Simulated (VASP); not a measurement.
# Si3N in VASP: single point with PBE+D3(BJ)

Aim: the single point of Si3N with PBE+D3(BJ).

Everything below comes from runs of VASP 6.6.1. Logs are shortened: lines on timing, memory, paths and dates and some standing lists are left out, and cuts for length are marked.

## (1) The cell of the first run

The cell holds a slab with vacuum, 8 atoms: a = 3.816 Å, b = 3.816 Å, c = 25.791 Å, α = 90.00°, β = 90.00°, γ = 120.00°.

## (2) Single point, PBE+D3(BJ)

File INCAR:

```
PREC = Accurate ; ENCUT = 1000
EDIFF = 1E-6 ; ISMEAR = 0
SIGMA = 0.05 ; LREAL = F
LASPH = T ; NELM = 120
ALGO = Normal ; ISIF = 2
LWAVE = F ; LCHARG = T
LDIPOL = T ; IDIPOL = 3
DIPOL = 0.5 0.5 0.361 ; GGA = PE
IVDW = 12 ; LELF = T
LVHAR = T ; LVACPOTAV = T
NBANDS = 27 ; GGA_COMPAT = F
NELMDL = -8
```

File KPOINTS:

```
regular mesh
0
Gamma
  9 9 1
```

File POSCAR:

```
Si3N
1.0
    3.8155170197      0.0000000000      0.0000000000
   -1.9077585099      3.3043346676      0.0000000000
    0.0000000000      0.0000000000     25.7913833664
Si N
6 2
Direct
    0.6666666667      0.3333333333      0.1550905565
    0.3333333333      0.6666666667      0.1859793801
    0.3333333333      0.6666666667      0.2774751471
    0.6666666667      0.3333333333      0.3070263804
    0.6666666667      0.3333333333      0.3997350368
    0.3333333333      0.6666666667      0.4261649408
    0.6666666667      0.8333333333      0.5463601221
    0.6666666667      0.8333333333      0.5890100252
```

Potentials or basis: VASP PAW PBE potentials, release 64 (Si, N_h).

On the command line:

```console
> cat potpaw_PBE.64/Si/POTCAR potpaw_PBE.64/N_h/POTCAR > POTCAR
> mpirun -np 1 vasp_std > vasp.out
```

OUTCAR:

```text
PREC = Accurate
   ENCUT = 1000
   EDIFF = 1E-6
   ISMEAR = 0
   LREAL = F
   LASPH = T
   NELM = 120
   ISIF = 2
   GGA = PE
   IVDW = 12
   NELMDL = -8
 IVDW          = 12

 ion  position               nearest neighbor table
   1  0.667  0.333  0.155-   2 2.34   2 2.34   2 2.34
   2  0.333  0.667  0.186-   1 2.34   1 2.34   1 2.34   3 2.36
   3  0.333  0.667  0.277-   4 2.33   4 2.33   4 2.33   2 2.36
   4  0.667  0.333  0.307-   3 2.33   3 2.33   3 2.33   5 2.39
   5  0.667  0.333  0.400-   6 2.31   6 2.31   6 2.31   4 2.39
   6  0.333  0.667  0.426-   5 2.31   5 2.31   5 2.31
   7  0.667  0.833  0.546-   8 1.10
   8  0.667  0.833  0.589-   7 1.10

  LATTYP: Found a hexagonal cell.
 ALAT       =     3.8155170197
 C/A-ratio  =     6.7596038055

  Lattice vectors:

 A1 = (   3.8155170197,   0.0000000000,   0.0000000000)
 A2 = (  -1.9077585099,   3.3043346676,   0.0000000000)
 A3 = (   0.0000000000,   0.0000000000,  25.7913833664)

Analysis of symmetry for initial positions (statically):
=====================================================================
 Subroutine PRICEL returns:
 Original cell was already a primitive cell.

 Routine SETGRP: Setting up the symmetry group for a
 hexagonal supercell.

 Subroutine GETGRP returns: Found  2 space group operations
 (whereof  2 operations were pure point group operations)
 out of a pool of 24 trial point group operations.

The static configuration has the point symmetry C_1h.

Analysis of symmetry for dynamics (positions and initial velocities):
=====================================================================
 Subroutine PRICEL returns:
 Original cell was already a primitive cell.

 Routine SETGRP: Setting up the symmetry group for a
 hexagonal supercell.

 Subroutine GETGRP returns: Found  2 space group operations
 (whereof  2 operations were pure point group operations)
 out of a pool of 24 trial point group operations.

The dynamic configuration has the point symmetry C_1h.

 Subroutine INISYM returns: Found  2 space group operations
 (whereof  2 operations are pure point group operations),
 and found     1 'primitive' translations

----------------------------------------------------------------------------------------

                                     Primitive cell

  volume of cell :     325.1712

  direct lattice vectors                    reciprocal lattice vectors
     3.815517020  0.000000000  0.000000000     0.262087679  0.151316392  0.000000000
    -1.907758510  3.304334668  0.000000000     0.000000000  0.302632784  0.000000000
     0.000000000  0.000000000 25.791383366     0.000000000  0.000000000  0.038772639

  length of vectors
     3.815517020  3.815517020 25.791383366     0.302632784  0.302632784  0.038772639

  position of ions in fractional coordinates (direct lattice)
     0.666666667  0.333333333  0.155090556
     0.333333333  0.666666667  0.185979380
     0.333333333  0.666666667  0.277475147
     0.666666667  0.333333333  0.307026380
     0.666666667  0.333333333  0.399735037
     0.333333333  0.666666667  0.426164941
     0.666666667  0.833333333  0.546360122
     0.666666667  0.833333333  0.589010025

  ion indices of the primitive-cell ions
   primitive index   ion index
                 1           1
                 2           2
                 3           3
                 4           4
                 5           5
                 6           6
                 7           7
                 8           8

----------------------------------------------------------------------------------------

 KPOINTS: regular mesh

Automatic generation of k-mesh.
 Grid dimensions read from file:
 generate k-points for:    9    9    1

 Generating k-lattice:

  Cartesian coordinates                     Fractional coordinates (reciprocal lattice)
     0.029120853  0.016812932  0.000000000     0.111111111  0.000000000  0.000000000
     0.000000000  0.033625865  0.000000000     0.000000000  0.111111111  0.000000000
     0.000000000  0.000000000  0.038772639     0.000000000  0.000000000  1.000000000

  Length of vectors
     0.033625865  0.033625865  0.038772639

  Shift w.r.t. Gamma in fractional coordinates (k-lattice)
     0.000000000  0.000000000  0.000000000

 Subroutine IBZKPT returns following result:
 ===========================================

 Found     25 irreducible k-points:

 Following reciprocal coordinates:
            Coordinates               Weight
  0.000000  0.000000  0.000000      1.000000
  0.111111  0.000000  0.000000      2.000000
  0.000000  0.111111  0.000000      4.000000
  0.222222 -0.000000  0.000000      2.000000
  0.000000  0.222222  0.000000      4.000000
  0.333333  0.000000  0.000000      2.000000
[... 16 lines left out ...]
 -0.222222 -0.444444  0.000000      4.000000
  0.444444  0.333333  0.000000      4.000000
   k-points           NKPTS =     25   k-points in BZ     NKDIM =     25   number of bands    NBANDS=     27
   number of dos      NEDOS =    301   number of ions     NIONS =      8
   total plane-waves  NPLWV = 432000
   dimension x,y,z NGX =    40 NGY =   40 NGZ =  270
   dimension x,y,z NGXF=    80 NGYF=   80 NGZF=  540
   ions per type =               6   2
   NGX,Y,Z   is equivalent  to a cutoff of  17.43, 17.43, 17.40 a.u.
   NGXF,Y,Z  is equivalent  to a cutoff of  34.86, 34.86, 34.81 a.u.
 SYSTEM =  unknown system
   PREC   = accura    normal or accurate (medium, high low for compatibility)
   ISTART =      0    job   : 0-new  1-cont  2-samecut
   ICHARG =      2    charge: 1-file 2-atom 10-const
   ISPIN  =      1    spin polarized calculation?
   LNONCOLLINEAR =      F non collinear calculations
   LSORBIT =      F    spin-orbit coupling
   LASPH  =      T    aspherical Exc in radial PAW
   ENCUT  = 1000.0 eV  73.50 Ry    8.57 a.u.   9.84  9.84 66.50*2*pi/ulx,y,z
   NELM   =    120;   NELMIN=  2; NELMDL= -8     # of ELM steps
   EDIFF  = 0.1E-05   stopping-criterion for ELM
   LREAL  =      F    real-space projection
   EDIFFG = 0.1E-04   stopping-criterion for IOM
   NSW    =      0    number of steps for IOM
   IBRION =     -1    ionic relax: 0-MD 1-quasi-New 2-CG
   NFREE  =      0    steps in history (QN), initial steepest desc. (CG)
   ISIF   =      2    stress and relaxation
   ISYM   =      2    0-nonsym 1-usesym 2-fastsym
   POTIM  = 0.5000    time-step for ionic-motion
   TEBEG  =    0.0;   TEEND  =   0.0 temperature during run
   PSTRESS=    0.0 pullay stress
   NELECT =      34.0000    total number of electrons
   NUPDOWN=      -1.0000    fix difference up-down
   EMIN   =  10.00;   EMAX   =-10.00  energy-range for DOS
   EFERMI =   0.00;   METHOD = LEGACY
   ISMEAR =     0;   SIGMA  =   0.05  broadening in eV -4-tet -1-fermi 0-gaus
   EFERMI_NEDOS =   21; number of points for ismear=-14 and -15
   IALGO  =     38    algorithm
   IMIX   =      4    mixing-type and parameters
     AMIX     =   0.40;   BMIX     =  1.00
     AMIX_MAG =   1.60;   BMIX_MAG =  1.00
  volume/ion in A,a.u.               =      40.65       274.30
  Fermi-wavevector in a.u.,A,eV,Ry     =   0.771253  1.457458  8.093179  0.594832
  Thomas-Fermi vector in A             =   1.872632
   LORBIT       =      0    0 simple, 1 ext, 2 COOP (PROOUT), +10 PAW based schemes
   GGA     = PE    functional components
   LHFCALC =     F    Hartree Fock is set to
   AEXX    =    0.0000 exact exchange contribution
   IVDW    =    12    specifies the selected vdW correction
   LEPSILON=     F    determine dielectric tensor
   LRPA    =     F    only Hartree local field effects (RPA)
 non-spin polarized calculation
 Gauss-broadening in eV      SIGMA  =   0.05
  energy-cutoff  :     1000.00
  volume of cell :      325.17
 maximum number of plane-waves:     23397
   NGX = 19   NGY = 19   NGZ =133

 dipolmoment           0.000000      0.000000      0.051087 electrons x Angstroem

 number of electron      34.0000000 magnetization

 dipolmoment           0.000000      0.000000     -0.025651 electrons x Angstroem

 Free energy of the ion-electron system (eV)
  ---------------------------------------------------
  ext. energy  EPLUGINS =         0.00000000
  ---------------------------------------------------
  free energy    TOTEN  =       -46.84218047 eV

  energy without entropy =      -46.83930766  energy(sigma->0) =      -46.84074406

 E-fermi :  -0.1215     XC(G=0):  -4.9081

 val. band max:       -0.1486308771   @ k =   0.0000   0.0000   0.0000
 cond. band min:      -0.0499056056   @ k =   0.4444   0.1111   0.0000
 fundamental gap:      0.0987252715
 Fermi energy:        -0.1215123643

 k-point     1 :       0.0000    0.0000    0.0000
  band No.  band energies     occupation
      1     -24.3790      2.00000
      2     -11.9955      2.00000
      3     -11.1908      2.00000
      4     -10.2522      2.00000
      5      -9.7487      2.00000
      6      -7.4976      2.00000
[... 19 lines left out ...]
     26       3.1979      0.00000
     27       3.2020      0.00000

 k-point     2 :       0.1111    0.0000    0.0000
  band No.  band energies     occupation
      1     -24.3746      2.00000
      2     -11.8504      2.00000
      3     -11.0459      2.00000
      4     -10.1086      2.00000
      5      -9.7261      2.00000
      6      -7.5748      2.00000
[... 19 lines left out ...]
     26       3.6405      0.00000
     27       3.7214      0.00000

 k-point     3 :       0.0000    0.1111    0.0000
  band No.  band energies     occupation
      1     -24.3746      2.00000
      2     -11.8503      2.00000
      3     -11.0459      2.00000
      4     -10.1086      2.00000
      5      -9.7263      2.00000
      6      -7.5754      2.00000
[... 594 lines left out ...]
      1     -24.3391      2.00000
      2      -9.6253      2.00000
      3      -9.5531      2.00000
      4      -8.8576      2.00000
      5      -7.9484      2.00000
      6      -7.8689      2.00000
[... 19 lines left out ...]
     26       4.3566      0.00000
     27       5.0881      0.00000

 k-point    24 :       0.4444    0.3333    0.0000
  band No.  band energies     occupation
      1     -24.3390      2.00000
      2      -9.6298      2.00000
      3      -9.5484      2.00000
      4      -8.8572      2.00000
      5      -7.9532      2.00000
      6      -7.8621      2.00000
[... 19 lines left out ...]
     26       4.3469      0.00000
     27       5.0913      0.00000

 [... further k-points ...]

------------------------ aborting loop because EDIFF is reached ----------------------------------------

 Edisp (eV)   -1.80795

 E8    (eV) :    -0.7491

  FORCE on cell =-STRESS in cart. coord.  units (eV):
  Direction    XX          YY          ZZ          XY          YZ          ZX
  --------------------------------------------------------------------------------------
  -------------------------------------------------------------------------------------
  Total       0.66055     0.60970     0.54510     0.04404     0.08142     0.14102
  in kB       3.25464     3.00408     2.68580     0.21700     0.40117     0.69484
  external pressure =        2.98 kB  Pullay stress =        0.00 kB

 VOLUME and BASIS-vectors are now :
 -----------------------------------------------------------------------------
  energy-cutoff  :     1000.00
  volume of cell :      325.17
      direct lattice vectors                 reciprocal lattice vectors
     3.815517020  0.000000000  0.000000000     0.262087679  0.151316392  0.000000000
    -1.907758510  3.304334668  0.000000000     0.000000000  0.302632784  0.000000000
     0.000000000  0.000000000 25.791383366     0.000000000  0.000000000  0.038772639

 POSITION                                       TOTAL-FORCE (eV/Angst)
 -----------------------------------------------------------------------------------
      1.90776      1.10144      4.00000        -0.003173     -0.001832      0.480157
     -0.00000      2.20289      4.79667        -0.003174     -0.001832     -0.583665
     -0.00000      2.20289      7.15647         0.016466      0.009507      0.121559
      1.90776      1.10144      7.91864        -0.005191     -0.002997     -0.002163
      1.90776      1.10144     10.30972         0.001809      0.001045      0.010124
     -0.00000      2.20289     10.99138        -0.069698     -0.040240     -0.091093
      0.95388      2.75361     14.09138         0.106275      0.061358     -0.458851
      0.95388      2.75361     15.19138        -0.043315     -0.025008      0.523931
 -----------------------------------------------------------------------------------
    total drift:                               -0.000111     -0.000064      0.000012

  FREE ENERGIE OF THE ION-ELECTRON SYSTEM (eV)
  ---------------------------------------------------
  free  energy   TOTEN  =       -48.6501262260 eV

  energy  without entropy=      -48.6472534178  energy(sigma->0) =      -48.64868982

 vacuum level on the upper side and lower side of the slab         4.291         4.659
```

Wall time 22 min (1 thread of Intel Xeon Platinum 8259CL at 2.50GHz (Skylake/Cascade Lake), shared host); peak memory 1.1 GiB.

What came out:

| Property | Result |
| --- | --- |
| Free energy | -48.6501 eV |
| Largest force | 0.584 eV/Å |
| Band gap on the k mesh | zero (bands 17 and 18 overlap by 0.08 eV) |
| Dispersion energy per atom | -0.226 eV |

Forces on the atoms (eV/Å):
```
Si  -0.003 -0.002  0.480
Si  -0.003 -0.002 -0.584
Si   0.016  0.010  0.122
Si  -0.005 -0.003 -0.002
Si   0.002  0.001  0.010
Si  -0.070 -0.040 -0.091
N    0.106  0.061 -0.459
N   -0.043 -0.025  0.524
```

The gap in the log of VASP goes by the Fermi energy; the results here count the filled bands.